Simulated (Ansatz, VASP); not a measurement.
Two plane-wave programs on MgO

POSCAR

```
MgO
1.0
    0.0000000000      2.2540078050      1.9159066342
    2.2540078050      0.0000000000      1.9159066342
    2.2540078050      2.2540078050      0.0000000000
Mg O
1 1
Direct
    0.0000000000      0.0000000000      0.0000000000
    0.5000000000      0.5000000000      0.5000000000
```

INCAR.step1

```
SYSTEM = MgO
PREC     = Accurate       ! precision mode
ENCUT    = 520            ! plane-wave cutoff, eV
ISMEAR   = 0              ! smearing method
SIGMA    = 0.05           ! smearing width, eV
LREAL    = .FALSE.        ! projectors in reciprocal space
LASPH    = .TRUE.         ! aspherical terms in the spheres
NELM     = 100            ! most SCF steps
NBANDS   = 11             ! bands
GGA      = PE             ! functional
ALGO     = Normal         ! electronic algorithm
EDIFF    = 1E-4           ! SCF threshold, eV
LWAVE    = .TRUE.         ! write WAVECAR
LCHARG   = .FALSE.        ! write CHGCAR
```

The input INCAR.step2:

```
SYSTEM = MgO
PREC     = Accurate       ! precision mode
ENCUT    = 520            ! plane-wave cutoff, eV
EDIFF    = 1E-7           ! SCF threshold, eV
ISMEAR   = 0              ! smearing method
SIGMA    = 0.05           ! smearing width, eV
LREAL    = .FALSE.        ! projectors in reciprocal space
LASPH    = .TRUE.         ! aspherical terms in the spheres
NELM     = 100            ! most SCF steps
ALGO     = Normal         ! electronic algorithm
ISIF     = 2              ! what is computed and relaxed
LWAVE    = .FALSE.        ! write WAVECAR
LCHARG   = .FALSE.        ! write CHGCAR
METAGGA  = R2SCAN         ! meta-GGA
LMIXTAU  = .TRUE.       
NBANDS   = 11             ! bands
ISTART   = 1
```

The input KPOINTS:

```
Automatic mesh
0
G
  10 10 10
  0 0 0
```

Input for Ansatz:

```yaml
crystal:
  lattice:
    - [0.0, 2.254007805, 1.9159066342]
    - [2.254007805, 0.0, 1.9159066342]
    - [2.254007805, 2.254007805, 0.0]
  atoms:
    - { symbol: Mg, position: [0.0, 0.0, 0.0] }
    - { symbol: O, position: [0.5, 0.5, 0.5] }
basis:
  ecutwfc: 500
kpoints:
  mp_grid: { grid: [10, 10, 10] }
hamiltonian:
  xc: r2scan
scf:
  occupations: { method: gaussian, width: 0.05 }
output:
  forces: true
  stress: true
  eigenvalues: true
```

Alike in both runs: task single point; functional r2SCAN; k mesh 10 × 10 × 10; occupations gaussian, width 0.05 eV; no spin polarisation.

|  | VASP | Ansatz |
| --- | --- | --- |
| version | VASP 6.6.1 | Ansatz 0.2.0 |
| potentials or method | VASP PAW PBE potentials, release 64 (Mg, O), cutoff 520 eV | scalar-relativistic, plane waves, PAW |
| valence electrons in the cell | 8 | 16 |

|  | VASP | Ansatz | Ansatz less VASP |
| --- | --- | --- | --- |
| gap on the k mesh at the Fermi level (eV) | 4.92 | 4.95 | +0.026 |
| least direct gap on the mesh (eV) | 4.92 | 4.95 | +0.026 |
| pressure (GPa) | 0.9 | 1.8 | +0.86 |
| traceless stress, the component that is largest in VASP (GPa) | 26.85 | 26.73 | -0.128 |

VASP's potentials were made for PBE, not for r2SCAN. VASP's potentials hold 8 valence electrons a cell and Ansatz's 16, so a difference there can come from the potentials and not from the codes.
